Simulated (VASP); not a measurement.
# Cu16Cl in VASP: single point with PBE+D3(BJ)

Aim: the single point of Cu16Cl with PBE+D3(BJ).

Program: VASP 6.6.1. These are calculated values, not measurements. Logs are shortened: lines on timing, memory, paths and dates and some standing lists are left out, and cuts for length are marked.

## 1. The cell of the first run

The cell holds a slab with vacuum, 17 atoms: a = 5.039 Å, b = 5.039 Å, c = 25.172 Å, α = 90.00°, β = 90.00°, γ = 120.00°.

## 2. Single point, PBE+D3(BJ)

File INCAR:

```
SYSTEM = Cu16Cl
ALGO     = Normal         ! electronic algorithm
DIPOL    = 0.5 0.5 0.472
EDIFF    = 1E-6           ! SCF threshold, eV
ENCUT    = 520            ! plane-wave cutoff, eV
GGA      = PE             ! functional
IDIPOL   = 3            
ISIF     = 2              ! what is computed and relaxed
ISMEAR   = 0              ! smearing method
IVDW     = 12             ! dispersion correction
LASPH    = .True.         ! aspherical terms in the spheres
LCHARG   = .False.        ! write CHGCAR
LDIPOL   = .True.       
LREAL    = Auto         
LWAVE    = .False.        ! write WAVECAR
NBANDS   = 106            ! bands
NELM     = 60             ! most SCF steps
PREC     = Accurate       ! precision mode
SIGMA    = 0.1            ! smearing width, eV
```

File KPOINTS:

```
k-points
0
Gamma
  6 6 1
  0 0 0
```

File POSCAR:

```
Cu16Cl
1.0
    5.0393684011      0.0000000000      0.0000000000
   -2.5196842005      4.3642210544      0.0000000000
    0.0000000000      0.0000000000     25.1719406043
Cu Cl
16 1
Direct
    0.3333333333      0.1666666667      0.3376775805
    0.3333333334      0.6666666667      0.3376775805
    0.8333333334      0.1666666667      0.3376775805
    0.8333333333      0.6666666667      0.3376775805
    0.6666666666      0.3333333333      0.4194080107
    0.6666666666      0.8333333333      0.4194080107
    0.1666666666      0.3333333333      0.4194080107
    0.1666666666      0.8333333333      0.4194080107
   -0.0011443016      0.4982364786      0.5007773568
    0.0003312583      0.0006625167      0.5000437811
    0.4993807802      0.4982364786      0.5007773568
    0.5002678269      0.0005356538      0.5022323751
    0.3321545506      0.6643091011      0.5815504841
    0.3378889940      0.1658483659      0.5837252298
    0.8340689074      0.6681378147      0.5809217686
    0.8279593719      0.1658483659      0.5837252298
    0.0792219323      0.1584438645      0.6601439695
```

Potentials or basis: VASP PAW PBE potentials, release 64 (Cu, Cl).

Started as:

```sh
$ cat potpaw_PBE.64/Cu/POTCAR potpaw_PBE.64/Cl/POTCAR > POTCAR
$ mpirun -np 1 vasp_std > vasp.out
```

OUTCAR:

```text
SYSTEM = Cu16Cl
   EDIFF = 1E-6
   ENCUT = 520
   GGA = PE
   ISIF = 2
   ISMEAR = 0
   IVDW = 12
   LASPH = .True.
   LREAL = Auto
   NELM = 60
   PREC = Accurate
 IVDW          = 12

 ion  position               nearest neighbor table
   1  0.333  0.167  0.338-   3 2.52   7 2.52   2 2.52   5 2.52   8 2.52   4 2.52   4 2.52   2 2.52
                             3 2.52
   2  0.333  0.667  0.338-   4 2.52   6 2.52   1 2.52   8 2.52   7 2.52   3 2.52   3 2.52   1 2.52
                             4 2.52
   3  0.833  0.167  0.338-   1 2.52   7 2.52   4 2.52   5 2.52   6 2.52   2 2.52   2 2.52   4 2.52
                             1 2.52
   4  0.833  0.667  0.338-   2 2.52   6 2.52   3 2.52   8 2.52   5 2.52   1 2.52   1 2.52   3 2.52
                             2 2.52
   5  0.667  0.333  0.419-  11 2.51   9 2.51   1 2.52   3 2.52   6 2.52   6 2.52   7 2.52   7 2.52
                             4 2.52   8 2.52   8 2.52  12 2.54
   6  0.667  0.833  0.419-  10 2.50  11 2.52   2 2.52   4 2.52   5 2.52   5 2.52   8 2.52   8 2.52
                             3 2.52   7 2.52   7 2.52  12 2.54
   7  0.167  0.333  0.419-  10 2.50   9 2.51  11 2.51   3 2.52   1 2.52   8 2.52   8 2.52   5 2.52
                             5 2.52   2 2.52   6 2.52   6 2.52
   8  0.167  0.833  0.419-  10 2.50   9 2.52   4 2.52   2 2.52   7 2.52   7 2.52   6 2.52   6 2.52
                             1 2.52   5 2.52   5 2.52  12 2.54
   9  0.999  0.498  0.501-  15 2.49  13 2.50   5 2.51  12 2.51   7 2.51  10 2.51   8 2.52  11 2.52
                            11 2.52  10 2.53  12 2.53  16 2.54
  10  0.000  0.001  0.500-   7 2.50   8 2.50   6 2.50  15 2.50   9 2.51  11 2.51  12 2.52  12 2.52
                            11 2.53   9 2.53  16 2.57  14 2.57
  11  0.499  0.498  0.501-  15 2.49  13 2.50   5 2.51  12 2.51   7 2.51  10 2.51   6 2.52   9 2.52
                             9 2.52  10 2.53  12 2.53  14 2.54
  12  0.500  0.001  0.502-  13 2.48  14 2.50  16 2.50  11 2.51   9 2.51  10 2.52  10 2.52  11 2.53
                             9 2.53   5 2.54   6 2.54   8 2.54
  13  0.332  0.664  0.582-  12 2.48  11 2.50   9 2.50  16 2.51  14 2.51  15 2.52  15 2.52  14 2.53
                            16 2.53
  14  0.338  0.166  0.584-  17 2.31  16 2.47  12 2.50  13 2.51  15 2.52  15 2.52  13 2.53  11 2.54
                            16 2.57  10 2.57
  15  0.834  0.668  0.581-   9 2.49  11 2.49  10 2.50  16 2.52  14 2.52  13 2.52  13 2.52  14 2.52
                            16 2.52
  16  0.828  0.166  0.584-  17 2.31  14 2.47  12 2.50  13 2.51  15 2.52  15 2.52  13 2.53   9 2.54
                            14 2.57  10 2.57
  17  0.079  0.158  0.660-  14 2.31  16 2.31

  LATTYP: Found a hexagonal cell.
 ALAT       =     5.0393684011
 C/A-ratio  =     4.9950586266

  Lattice vectors:

 A1 = (   5.0393684011,   0.0000000000,   0.0000000000)
 A2 = (  -2.5196842005,   4.3642210544,   0.0000000000)
 A3 = (   0.0000000000,   0.0000000000,  25.1719406043)

Analysis of symmetry for initial positions (statically):
=====================================================================
 Subroutine PRICEL returns:
 Original cell was already a primitive cell.

 Routine SETGRP: Setting up the symmetry group for a
 hexagonal supercell.

 Subroutine GETGRP returns: Found  2 space group operations
 (whereof  2 operations were pure point group operations)
 out of a pool of 24 trial point group operations.

The static configuration has the point symmetry C_1h.

Analysis of symmetry for dynamics (positions and initial velocities):
=====================================================================
 Subroutine PRICEL returns:
 Original cell was already a primitive cell.

 Routine SETGRP: Setting up the symmetry group for a
 hexagonal supercell.

 Subroutine GETGRP returns: Found  2 space group operations
 (whereof  2 operations were pure point group operations)
 out of a pool of 24 trial point group operations.

The dynamic configuration has the point symmetry C_1h.

 Subroutine INISYM returns: Found  2 space group operations
 (whereof  2 operations are pure point group operations),
 and found     1 'primitive' translations

----------------------------------------------------------------------------------------

                                     Primitive cell

  volume of cell :     553.6044

  direct lattice vectors                    reciprocal lattice vectors
     5.039368401  0.000000000  0.000000000     0.198437566  0.114567982  0.000000000
    -2.519684200  4.364221054  0.000000000     0.000000000  0.229135964  0.000000000
     0.000000000  0.000000000 25.171940604     0.000000000  0.000000000  0.039726774

  length of vectors
     5.039368401  5.039368401 25.171940604     0.229135964  0.229135964  0.039726774
[... 67 lines left out ...]
            Coordinates               Weight
  0.000000  0.000000  0.000000      1.000000
  0.166667  0.000000  0.000000      4.000000
  0.000000  0.166667  0.000000      2.000000
  0.333333 -0.000000  0.000000      4.000000
  0.000000  0.333333  0.000000      2.000000
  0.500000  0.000000  0.000000      2.000000
  0.000000  0.500000  0.000000      1.000000
  0.166667  0.166667  0.000000      4.000000
 -0.333333  0.166667  0.000000      2.000000
  0.333333  0.166667  0.000000      4.000000
 -0.166667  0.500000  0.000000      4.000000
  0.500000  0.333333  0.000000      4.000000
  0.333333  0.333333  0.000000      2.000000
   k-points           NKPTS =     13   k-points in BZ     NKDIM =     13   number of bands    NBANDS=    106
   number of dos      NEDOS =    301   number of ions     NIONS =     17
   total plane-waves  NPLWV = 307200
   dimension x,y,z NGX =    40 NGY =   40 NGZ =  192
   dimension x,y,z NGXF=    80 NGYF=   80 NGZF=  384
   ions per type =              16   1
   NGX,Y,Z   is equivalent  to a cutoff of  13.20, 13.20, 12.68 a.u.
   NGXF,Y,Z  is equivalent  to a cutoff of  26.39, 26.39, 25.36 a.u.
 SYSTEM =  Cu16Cl
   PREC   = accura    normal or accurate (medium, high low for compatibility)
   ISTART =      0    job   : 0-new  1-cont  2-samecut
   ICHARG =      2    charge: 1-file 2-atom 10-const
   ISPIN  =      1    spin polarized calculation?
   LNONCOLLINEAR =      F non collinear calculations
   LSORBIT =      F    spin-orbit coupling
   LASPH  =      T    aspherical Exc in radial PAW
   ENCUT  =  520.0 eV  38.22 Ry    6.18 a.u.   9.37  9.37 46.80*2*pi/ulx,y,z
   NELM   =     60;   NELMIN=  2; NELMDL= -5     # of ELM steps
   EDIFF  = 0.1E-05   stopping-criterion for ELM
   LREAL  =      T    real-space projection
   EDIFFG = 0.1E-04   stopping-criterion for IOM
   NSW    =      0    number of steps for IOM
   IBRION =     -1    ionic relax: 0-MD 1-quasi-New 2-CG
   NFREE  =      0    steps in history (QN), initial steepest desc. (CG)
   ISIF   =      2    stress and relaxation
   ISYM   =      2    0-nonsym 1-usesym 2-fastsym
   POTIM  = 0.5000    time-step for ionic-motion
   TEBEG  =    0.0;   TEEND  =   0.0 temperature during run
   PSTRESS=    0.0 pullay stress
   NELECT =     183.0000    total number of electrons
   NUPDOWN=      -1.0000    fix difference up-down
   EMIN   =  10.00;   EMAX   =-10.00  energy-range for DOS
   EFERMI =   0.00;   METHOD = LEGACY
   ISMEAR =     0;   SIGMA  =   0.10  broadening in eV -4-tet -1-fermi 0-gaus
   EFERMI_NEDOS =   21; number of points for ismear=-14 and -15
   IALGO  =     38    algorithm
   IMIX   =      4    mixing-type and parameters
     AMIX     =   0.40;   BMIX     =  1.00
     AMIX_MAG =   1.60;   BMIX_MAG =  1.00
  volume/ion in A,a.u.               =      32.56       219.76
  Fermi-wavevector in a.u.,A,eV,Ry     =   1.131945  2.139066 17.433139  1.281300
  Thomas-Fermi vector in A             =   2.268645
   LORBIT       =      0    0 simple, 1 ext, 2 COOP (PROOUT), +10 PAW based schemes
   GGA     = PE    functional components
   LHFCALC =     F    Hartree Fock is set to
   AEXX    =    0.0000 exact exchange contribution
   IVDW    =    12    specifies the selected vdW correction
   LEPSILON=     F    determine dielectric tensor
   LRPA    =     F    only Hartree local field effects (RPA)
 non-spin polarized calculation
 Gauss-broadening in eV      SIGMA  =   0.10
  energy-cutoff  :      520.00
  volume of cell :      553.60
 maximum number of plane-waves:     14952
 NGX is ok and might be reduce to    40
   NGX = 19   NGY = 19   NGZ = 93

 dipolmoment           0.000000      0.000000     -0.076486 electrons x Angstroem

 number of electron     183.0000028 magnetization

 dipolmoment           0.000000      0.000000      0.080226 electrons x Angstroem

 Free energy of the ion-electron system (eV)
  ---------------------------------------------------
  ext. energy  EPLUGINS =         0.00000000
  ---------------------------------------------------
  free energy    TOTEN  =       -59.33475112 eV

  energy without entropy =      -59.29095639  energy(sigma->0) =      -59.31285376

 E-fermi :  -0.4556     XC(G=0):  -5.3112

 val. band max:       -0.4590915624   @ k =   0.5000   0.0000   0.0000
 cond. band min:      -0.4404407310   @ k =   0.0000   0.3333   0.0000
 fundamental gap:      0.0186508315
 Fermi energy:        -0.4556395137

 k-point     1 :       0.0000    0.0000    0.0000
  band No.  band energies     occupation
      1     -15.9728      2.00000
      2      -9.5812      2.00000
      3      -8.2945      2.00000
      4      -6.7115      2.00000
      5      -5.8392      2.00000
      6      -5.4914      2.00000
[... 1367 lines left out ...]
    102       4.0024      0.00000
    103       4.2169      0.00000
 [bands above 103 left out]

------------------------ aborting loop because EDIFF is reached ----------------------------------------

 vacuum level on the upper side and lower side of the slab       (xc-potential included)         0.140        -0.523

 Edisp (eV)   -7.50883

 E8    (eV) :    -3.3210

  FORCE on cell =-STRESS in cart. coord.  units (eV):
  Direction    XX          YY          ZZ          XY          YZ          ZX
  --------------------------------------------------------------------------------------
  -------------------------------------------------------------------------------------
  Total      -1.03108    -1.44396     0.75314    -0.00000    -0.05472    -0.00000
  in kB      -2.98402    -4.17893     2.17964    -0.00000    -0.15836    -0.00000
  external pressure =       -1.66 kB  Pullay stress =        0.00 kB

 VOLUME and BASIS-vectors are now :
 -----------------------------------------------------------------------------
  energy-cutoff  :      520.00
  volume of cell :      553.60
      direct lattice vectors                 reciprocal lattice vectors
     5.039368401  0.000000000  0.000000000     0.198437566  0.114567982  0.000000000
    -2.519684200  4.364221054  0.000000000     0.000000000  0.229135964  0.000000000
     0.000000000  0.000000000 25.171940604     0.000000000  0.000000000  0.039726774

 POSITION                                       TOTAL-FORCE (eV/Angst)
 -----------------------------------------------------------------------------------
      1.25984      0.72737      8.50000         0.026304     -0.001119     -0.058767
      0.00000      2.90948      8.50000         0.000000      0.018889     -0.086030
      3.77953      0.72737      8.50000        -0.026304     -0.001119     -0.058767
      2.51968      2.90948      8.50000        -0.000000     -0.012112     -0.071217
      2.51968      1.45474     10.55731        -0.000000     -0.030917      0.033456
      1.25984      3.63685     10.55731        -0.061885      0.002097      0.054804
[... 9 lines left out ...]
      3.75451      0.72380     14.69350         0.010188      0.009640      0.011477
      0.00000      0.69148     16.61710        -0.000000     -0.016373      0.013650
 -----------------------------------------------------------------------------------
    total drift:                                0.000001     -0.002036     -0.009897

  FREE ENERGIE OF THE ION-ELECTRON SYSTEM (eV)
  ---------------------------------------------------
  free  energy   TOTEN  =       -66.8435787451 eV

  energy  without entropy=      -66.7997840148  energy(sigma->0) =      -66.82168138

 vacuum level on the upper side and lower side of the slab         4.866         4.192
```

It took 30 min on 1 thread of Intel Xeon Platinum 8488C (Sapphire Rapids), shared host; peak memory 0.89 GiB.

Results:

| Property | Result |
| --- | --- |
| Free energy | -66.8436 eV |
| Largest force | 0.088 eV/Å |
| Band gap on the k mesh | zero (an odd number of electrons rules out a gap without spin polarisation) |
| Dispersion energy per atom | -0.442 eV |

Forces on the atoms (eV/Å):
```
Cu   0.026 -0.001 -0.059
Cu   0.000  0.019 -0.086
Cu  -0.026 -0.001 -0.059
Cu   0.000 -0.012 -0.071
Cu   0.000 -0.031  0.033
Cu  -0.062  0.002  0.055
Cu   0.000  0.025  0.037
Cu   0.062  0.002  0.055
Cu   0.000 -0.002  0.002
Cu   0.000  0.003  0.015
Cu   0.000 -0.002  0.002
Cu   0.000  0.004  0.002
Cu   0.000 -0.008  0.018
Cu  -0.010  0.010  0.011
Cu   0.000 -0.002  0.019
Cu   0.010  0.010  0.011
Cl   0.000 -0.016  0.014
```

Caveat: an odd number of electrons without spin polarisation forces a metal; a magnetic or distorted state may lie lower. With open d or f shells a metallic result of PBE can be an artefact of self-interaction; +U or a hybrid may open a gap.
